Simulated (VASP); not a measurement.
# CdS (Hawleyite): relaxation of cell and atoms with PBE

Crystal: CdS (Hawleyite).

```
CELL_PARAMETERS angstrom
0.00000 2.91650 2.91650
2.91650 0.00000 2.91650
2.91650 2.91650 0.00000
ATOMIC_POSITIONS crystal
Cd 0.00000 0.00000 0.00000
S 0.25000 0.25000 0.25000
```

| Property | Result |
| --- | --- |
| Program | VASP 6.6.1 |
| Task | relaxation of cell and atoms |
| Functional | PBE |
| Potentials or basis | VASP PAW PBE potentials, release 64 (Cd, S) |
| Cutoff | 600 eV |
| k mesh | 8 × 8 × 8 |
| Occupations | fermi-dirac, width 0.02 eV |
| Spin | no spin polarisation |
| Dipole correction | no |
| Further INCAR settings | ALGO = Normal; EDIFF = 1e-06; IBRION = 2; EDIFFG = -0.01; NSW = 80; ISIF = 3 |

```yaml
Relaxed_volume: 26.15 Å³/atom
Relaxed_cell: a = 4.197 Å, b = 4.197 Å, c = 4.197 Å, α = 60.00°, β = 60.00°, γ = 60.00°
Space_group_after_relaxing_to_0.05_Å: F-43m (No. 216)
Energy_gained_by_relaxing: 12.6 meV/atom
Ionic_steps: 3
Pressure_after_relaxing: 0.0 GPa
Band_gap_on_the_k_mesh: 1.03 eV, direct
```

Step by step:
```csv
step,energy change (eV),largest force (eV/Å),pressure (GPa),volume (Å³)
1,0.0000,0.0000,3.18,49.62
2,-0.0226,0.0000,-0.91,53.23
3,-0.0253,0.0000,0.03,52.29
```

Final structure:
```
Cd S
1.0
     0.00000    2.96802    2.96802
     2.96802    0.00000    2.96802
     2.96802    2.96802    0.00000
Cd S
1 1
Cartesian
  0.0000 0.0000 0.0000
  1.4840 1.4840 1.4840
```

Levels at points of the mesh, in eV from the valence-band top:
```csv
k point,band 6,band 7,band 8,band 9,band 10,band 11,band 12,band 13
"(0.00, 0.00, 0.00)",-7.14,0.00,0.00,0.00,1.03,6.55,6.55,6.55
"(0.50, 0.00, 0.00)",-6.81,-4.09,-0.68,-0.68,2.93,7.00,7.00,7.32
"(0.50, 0.50, 0.00)",-6.75,-3.73,-1.70,-1.70,3.64,4.28,9.02,10.47
```

Wall time 22 s on 1 thread of Intel(R) Xeon(R) 6975P-C (Granite Rapids) (shared host), peak memory 0.22 GiB.

Expect the measured gap to be larger: semilocal functionals such as PBE lack the derivative discontinuity. Zero-point motion and thermal expansion aren't in these numbers.
